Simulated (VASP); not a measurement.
# Co (P6_3/mmc) in VASP: notebook, part 2 of 2

VASP 6.6.1.

## Step 3: Single point, RPBE, collinear spin, ferromagnetic start

This run uses another cell than the first one, of 11.19 Å³/atom, 1.052 times its volume.

Contents of INCAR:

```
SYSTEM = Co
  PREC = Accurate
  ENCUT = 520
  EDIFF = 1E-6
  ISMEAR = -1
  SIGMA = 0.05
  LREAL = .False.
  LASPH = .True.
  NELM = 150
  ALGO = Normal
  ISIF = 2
  LWAVE = .False.
  LCHARG = .False.
  ISPIN = 2
  MAGMOM = 2 2
  LORBIT = 11
  LMAXMIX = 4
  GGA = RP
  NBANDS = 20
```

Contents of KPOINTS:

```
Automatic mesh
0
Gamma
  12 12 7
  0 0 0
```

Contents of POSCAR:

```
Co
1.0
    2.5204120117      0.0000000000      0.0000000000
   -1.2602060058      2.1827408301      0.0000000000
    0.0000000000      0.0000000000      4.0674790948
Co
2
Direct
    0.6666666667      0.3333333333      0.7500000000
    0.3333333333      0.6666666667      0.2500000000
```

Potentials or basis: VASP PAW PBE potentials, release 64 (Co).

Command:

```sh
$ cat potpaw_PBE.64/Co/POTCAR > POTCAR
$ mpirun -np 1 vasp_std > vasp.out
```

Run time: 69 s. Hardware: 1 thread of Intel Xeon 6975P-C, shared host; peak memory 0.18 GiB.

Results (log left out):

```yaml
Free_energy: -13.0349 eV
Pressure: -0.5 GPa
Net_moment: 3.31 μB per cell
Site_moments: Co +1.68 μB
Valence_electrons_inside_the_program's_atomic_spheres: Co 8.21
```

Stress tensor (GPa, compression positive):
```
-0.44  0.00  0.00
 0.00 -0.44  0.00
 0.00  0.00 -0.66
```

Levels at points of the mesh, in eV from the Fermi level:
Spin up:
```csv
k point,band 8,band 9,band 10,band 11,band 12,band 13,band 14,band 15
"(0.00, 0.00, 0.00)",-1.98,-1.98,-0.94,-0.94,-0.02,6.11,21.67,23.99
"(0.50, 0.00, 0.00)",-0.82,-0.72,-0.68,1.19,3.14,9.48,10.11,12.43
```
Spin down:
```
           k point  band 5  band 6  band 7  band 8  band 9  band 10
(0.00, 0.00, 0.00)   -0.87   -0.52   -0.52   -0.16   -0.13    -0.13
(0.50, 0.00, 0.00)   -1.03   -0.95   -0.55    1.16    1.29     1.32
```

Caveat: the PAW data sets were made with another functional, which shifts forces and pressure a little.

## Step 4: Relaxation of cell and atoms, RPBE, collinear spin, ferromagnetic start

Contents of INCAR:

```
SYSTEM = Co
  ALGO = Normal
  EDIFF = 1E-7
  EDIFFG = -0.01
  ENCUT = 600
  GGA = RP
  IBRION = 2
  ISIF = 3
  ISMEAR = -1
  ISPIN = 2
  LASPH = .True.
  LCHARG = .False.
  LMAXMIX = 4
  LORBIT = 11
  LREAL = .False.
  LWAVE = .False.
  MAGMOM = 2 2
  NELM = 150
  NSW = 60
  PREC = Accurate
  SIGMA = 0.05
```

Contents of KPOINTS:

```
k-points
0
Gamma
  12 12 7
  0 0 0
```

Contents of POSCAR:

```
Co
1.0
    2.4719999032      0.0000000000      0.0000000000
   -1.2359999516      2.1408147143      0.0000000000
    0.0000000000      0.0000000000      4.0211440800
Co
2
Direct
    0.6666666667      0.3333333333      0.7500000000
    0.3333333333      0.6666666667      0.2500000000
```

Command:

```sh
$ cat potpaw_PBE.64/Co/POTCAR > POTCAR
$ mpirun -np 1 vasp_std > vasp.out
```

Wall time 5 min (1 thread of Intel Xeon 6975P-C, shared host); peak memory 0.19 GiB.

The run converged. Its results:

| Item | Value |
| --- | --- |
| Free energy | -13.0337 eV |
| Relaxed volume | 11.17 Å³/atom |
| Relaxed cell | a = 2.519 Å, b = 2.519 Å, c = 4.062 Å, α = 90.00°, β = 90.00°, γ = 120.00° |
| Space group after relaxing (to 0.05 Å) | P6_3/mmc (No. 194) |
| Energy gained by relaxing | 16.0 meV/atom |
| Ionic steps | 8 |
| Pressure after relaxing | -0.1 GPa |
| Net moment | 3.31 μB per cell |
| Site moments | Co +1.68 μB |
| Valence electrons inside the program's atomic spheres | Co 8.22 |

The path:
```tsv
step	energy change (eV)	largest force (eV/Å)	pressure (GPa)	volume (Å³)
1	0.0000	0.0000	10.00	21.28
2	-0.0034	0.0000	-8.12	23.39
3	-0.0317	0.0000	-0.10	22.33
4	-0.0317	0.0000	0.08	22.31
5	-0.0319	0.0000	0.14	22.30
6	-0.0319	0.0000	0.15	22.30
7	-0.0319	0.0000	0.15	22.30
8	-0.0319	0.0000	-0.11	22.33
```

Final structure:
```
Co
1.0
     2.51948    0.00000    0.00000
    -1.25974    2.18193    0.00000
     0.00000    0.00000    4.06209
Co
2
Cartesian
  1.2597 0.7273 3.0466
  0.0000 1.4546 1.0155
```

Levels at points of the mesh, in eV from the Fermi level:
Spin up:
| k point | band 8 | band 9 | band 10 | band 11 | band 12 | band 13 | band 14 | band 15 |
| --- | --- | --- | --- | --- | --- | --- | --- | --- |
| (0.00, 0.00, 0.00) | -1.98 | -1.98 | -0.93 | -0.93 | -0.01 | 6.15 | 21.68 | 24.01 |
| (0.50, 0.00, 0.00) | -0.82 | -0.71 | -0.67 | 1.19 | 3.15 | 9.50 | 10.13 | 12.46 |
Spin down:
| k point | band 4 | band 5 | band 6 | band 7 | band 8 | band 9 | band 10 | band 11 |
| --- | --- | --- | --- | --- | --- | --- | --- | --- |
| (0.00, 0.00, 0.00) | -0.87 | -0.87 | -0.52 | -0.52 | -0.15 | -0.14 | -0.14 | 1.04 |
| (0.50, 0.00, 0.00) | -1.83 | -1.04 | -0.95 | -0.55 | 1.16 | 1.30 | 1.33 | 2.46 |

Caveat: the PAW data sets were made with another functional, which shifts forces and pressure a little.

## Step 5: Single point, PBE, collinear spin, ferromagnetic start

Contents of INCAR:

```
ALGO     = Normal         # electronic algorithm
EDIFF    = 1E-7           # SCF threshold, eV
ENCUT    = 520            # plane-wave cutoff, eV
GGA      = PE             # functional
ISIF     = 2              # what is computed and relaxed
ISMEAR   = 0              # smearing method
ISPIN    = 2              # spin polarisation
LASPH    = True           # aspherical terms in the spheres
LCHARG   = False          # write CHGCAR
LMAXMIX  = 4              # l up to which the mixer works
LORBIT   = 11             # projections on sites
LREAL    = False          # projectors in reciprocal space
LWAVE    = False          # write WAVECAR
MAGMOM   = 2 2            # initial moments
NBANDS   = 20             # bands
NELM     = 150            # most SCF steps
PREC     = Accurate       # precision mode
SIGMA    = 0.027000000000000003 # smearing width, eV
```

Contents of KPOINTS:

```
k-points
0
Gamma
  12 12 7
```

POSCAR is that of step 4.

Command:

```sh
$ cat potpaw_PBE.64/Co/POTCAR > POTCAR
$ mpirun -np 1 vasp_std > vasp.out
```

Run time: 47 s. Hardware: 1 thread of Intel Xeon Platinum 8488C (Sapphire Rapids), shared host; peak memory 0.16 GiB.

The run converged. Its results:

```yaml
Free_energy: -14.0611 eV
Pressure: 3.9 GPa
Net_moment: 3.21 μB per cell
Site_moments: Co +1.62 μB
Valence_electrons_inside_the_program's_atomic_spheres: Co 8.31
```

Stress tensor (GPa, compression positive):
```
4.98 0.00 0.00
0.00 4.98 0.00
0.00 0.00 1.79
```

Levels at points of the mesh, in eV from the Fermi level:
Spin up:
| k point | band 9 | band 10 | band 11 | band 12 | band 13 | band 14 |
| --- | --- | --- | --- | --- | --- | --- |
| (0.00, 0.00, 0.00) | -1.90 | -0.79 | -0.79 | -0.14 | 6.45 | 22.23 |
| (0.50, 0.00, 0.00) | -0.57 | -0.49 | 1.38 | 3.45 | 9.82 | 10.49 |
Spin down:
| k point | band 3 | band 4 | band 5 | band 6 | band 7 | band 8 | band 9 | band 10 | band 11 | band 12 |
| --- | --- | --- | --- | --- | --- | --- | --- | --- | --- | --- |
| (0.00, 0.00, 0.00) | -1.03 | -0.97 | -0.97 | -0.60 | -0.60 | -0.20 | -0.15 | -0.15 | 1.08 | 1.08 |
| (0.50, 0.00, 0.00) | -3.33 | -1.84 | -1.11 | -1.07 | -0.64 | 1.24 | 1.34 | 1.40 | 2.62 | 4.42 |

## Step 6: Single point, PBE, collinear spin, ferromagnetic start

Contents of INCAR:

```
SYSTEM = Co
  PREC = Accurate
  ENCUT = 520
  EDIFF = 1E-6
  ISMEAR = 0
  SIGMA = 0.028000000000000004
  LREAL = .FALSE.
  LASPH = .TRUE.
  NELM = 150
  ALGO = Normal
  ISIF = 2
  LWAVE = .FALSE.
  LCHARG = .TRUE.
  ISPIN = 2
  MAGMOM = 2 2
  LORBIT = 11
  LMAXMIX = 4
  GGA = PE
  LELF = .TRUE.
  LVHAR = .TRUE.
  NBANDS = 20
```

Contents of KPOINTS:

```
regular mesh
0
G
  12 12 7
  0 0 0
```

POSCAR is that of step 5.

Potentials or basis: VASP PAW PBE potentials, release 64 (Co).

Command:

```sh
$ cat potpaw_PBE.64/Co/POTCAR > POTCAR
$ mpirun -np 1 vasp_std > vasp.out
```

Run time: 48 s. Hardware: 1 thread of Intel Xeon Platinum 8488C (Sapphire Rapids), shared host; peak memory 0.16 GiB.

Results (log left out):

```
Free energy                                           : -14.0611 eV
Pressure                                              : 3.9 GPa
Net moment                                            : 3.20 μB per cell
Site moments                                          : Co +1.62 μB
Valence electrons inside the program's atomic spheres : Co 8.31
```

Stress tensor (GPa, compression positive):
```
4.94 0.00 0.00
0.00 4.94 0.00
0.00 0.00 1.75
```

Levels at points of the mesh, in eV from the Fermi level:
Spin up:
| k point | band 8 | band 9 | band 10 | band 11 | band 12 | band 13 | band 14 | band 15 |
| --- | --- | --- | --- | --- | --- | --- | --- | --- |
| (0.00, 0.00, 0.00) | -1.90 | -1.90 | -0.79 | -0.79 | -0.14 | 6.45 | 22.23 | 25.04 |
| (0.50, 0.00, 0.00) | -0.64 | -0.57 | -0.49 | 1.38 | 3.45 | 9.82 | 10.49 | 12.90 |
Spin down:
```tsv
k point	band 4	band 5	band 6	band 7	band 8	band 9	band 10	band 11
(0.00, 0.00, 0.00)	-0.97	-0.97	-0.60	-0.60	-0.20	-0.15	-0.15	1.08
(0.50, 0.00, 0.00)	-1.84	-1.11	-1.07	-0.64	1.24	1.34	1.40	2.62
```

## Step 7: The runs side by side

| task | level | cell | cutoff (eV) | smearing | gap on the mesh (eV) | pressure (GPa) | moment (μB) |
| --- | --- | --- | --- | --- | --- | --- | --- |
| single point | revPBE | a = 2.472, b = 2.472, c = 4.021 Å, angles 90.0, 90.0, 120.0°, 2 atoms | 520 | fermi-dirac 0.05 eV | none | 8.4 | 3.22 |
| single point | RPBE | a = 2.520, b = 2.520, c = 4.067 Å, angles 90.0, 90.0, 120.0°, 2 atoms | 520 | fermi-dirac 0.05 eV | none | -0.5 | 3.31 |
| relaxation of cell and atoms | RPBE | relaxed from a = 2.472, b = 2.472, c = 4.021 Å, angles 90.0, 90.0, 120.0°, 2 atoms | 600 | fermi-dirac 0.05 eV | none | -0.1 | 3.31 |
| single point | PBE | a = 2.472, b = 2.472, c = 4.021 Å, angles 90.0, 90.0, 120.0°, 2 atoms | 520 | gaussian 0.027 eV | none | 3.9 | 3.21 |
| single point | PBE | a = 2.472, b = 2.472, c = 4.021 Å, angles 90.0, 90.0, 120.0°, 2 atoms | 520 | gaussian 0.028 eV | none | 3.9 | 3.20 |

Alike in all rows: potentials or basis VASP PAW PBE potentials, release 64 (Co); spin collinear, ferromagnetic start; k mesh 12 × 12 × 7.

Every run on the cell as given and a fine mesh finds a metal. The pressure there spans 3.9 GPa (PBE) to 8.4 GPa (revPBE); a positive pressure means that this level wants a larger cell, a negative one a smaller.

Caveats: the PAW data sets were made with another functional, which shifts forces and pressure a little (some runs).

Absolute energies hang on the potentials; compare differences alone.
